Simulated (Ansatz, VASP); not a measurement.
BN in VASP and in Ansatz

```xyz
2
Lattice="-0.0181 1.7985 1.7985 1.7985 -0.0181 1.7985 1.7985 1.7985 -0.0181" Properties=species:S:1:pos:R:3 pbc="T T T"
B     0.0000    0.0000    0.0000
N     2.6841    2.6841    2.6841
```

Change from the starting cell: equal xy, yz and zx shear strains of -1 %, crystal datasets.

Alike in both runs: task electric field gradients; functional PBEsol; k mesh 13 × 13 × 13; occupations fermi-dirac, width 0.03 eV; no spin polarisation.

|  | VASP | Ansatz |
| --- | --- | --- |
| version | VASP 6.6.1 | Ansatz 0.2.0 |
| potentials or method | VASP PAW PBE potentials, release 64 (B, N), cutoff 520 eV | all-electron PAW with datasets made for the crystal, scalar-relativistic |

Ansatz gave:

| Quantity | Value |
| --- | --- |
| gap on the k mesh at the Fermi level (eV) | 4.32 |
| pressure (GPa) | -2.8 |
| traceless stress, the component that is largest in VASP (GPa) | 4.55 |
| rms of the force components (eV/Å) | 0.027 |
| size of Vzz on the site where it differs most (V/Å²) | 3.1 |

Q: What did VASP give for the same quantities?

A: gap on the k mesh at the Fermi level (eV): 4.31; pressure (GPa): -2.2; traceless stress, the component that is largest in VASP (GPa): 4.59; rms of the force components (eV/Å): 0.029; size of Vzz on the site where it differs most (V/Å²): 3.3.

VASP's potentials were made for PBE, not for PBEsol. Atom by atom the forces differ by 0.002 eV/Å (rms over components). Ansatz ran all-electron here, and VASP with PAW potentials.
